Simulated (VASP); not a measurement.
Wanted: the native input for a VASP 6.6.1 run.

```
Task                   : single point
Functional             : PBE
Potentials or basis    : VASP PAW PBE potentials, release 64 (Ge_d, H)
Cutoff                 : 520 eV
k mesh                 : 2 × 2 × 2
Occupations            : fermi-dirac, width 0.15 eV
Spin                   : no spin polarisation
Dipole correction      : no
Further INCAR settings : LREAL = Auto; ALGO = Normal; EDIFF = 1e-07; NBANDS = 126
```

The structure of Ge16H (a cell with a defect) lies in POSCAR:

```
Ge16H
1.0
    0.0000000000      5.6600000000      5.6600000000
    5.6600000000      0.0000000000      5.6600000000
    5.6600000000      5.6600000000      0.0000000000
Ge H
16 1
Direct
    0.0026236749      0.0155565371     -0.0343021201
    0.1151590106      0.1122791519      0.1198409894
   -0.0044522968     -0.0034628975      0.5040636042
    0.1743639576      0.1337102473      0.5793816254
    0.0281625442      0.4726678445     -0.0143109541
    0.1190547703      0.6447614841      0.1262102473
   -0.0200706714      0.5126325088      0.4906183746
    0.1238692580      0.6431802120      0.5959363958
    0.4869876325     -0.0494434629      0.0388780919
    0.6017491166      0.1374381625      0.1000000000
    0.5271731449      0.0053003534      0.4853886926
    0.6028180212      0.1457685512      0.6448321555
    0.4917137809      0.5155123675     -0.0070141343
    0.6485247350      0.5297791519      0.1498498233
    0.4761219081      0.5139664311      0.5256978799
    0.6209805654      0.6254505300      0.6367932862
    0.5348409894      0.2883568905      0.3771378092
```

The input as run:

INCAR

```
PREC = Accurate
ENCUT = 520
EDIFF = 1E-7
ISMEAR = -1
SIGMA = 0.15
LREAL = Auto
LASPH = T
NELM = 100
ALGO = Normal
ISIF = 2
LWAVE = F
LCHARG = T
GGA = PE
LELF = T
LVHAR = T
NBANDS = 126
```

KPOINTS

```
regular mesh
0
Gamma
  2 2 2
```

Potentials or basis: VASP PAW PBE potentials, release 64 (Ge_d, H).

Command:

```sh
$ cat potpaw_PBE.64/Ge_d/POTCAR potpaw_PBE.64/H/POTCAR > POTCAR
$ mpirun -np 1 vasp_std > vasp.out
```

It gave:

```
Pressure               : 5.6 GPa
Largest force          : 2.792 eV/Å
Band gap on the k mesh : zero (an odd number of electrons rules out a gap without spin polarisation)
```

Caveat: the k points lie up to 0.48 Å⁻¹ apart, too coarse for converged energies and pressures of a metal; the atoms stand as in a frame of molecular dynamics; an odd number of electrons without spin polarisation forces a metal; a magnetic or distorted state may lie lower.

Wall time 26 min on 1 thread of Oxide Virtual Turin-like Processor, on a shared host, peak memory 0.58 GiB.
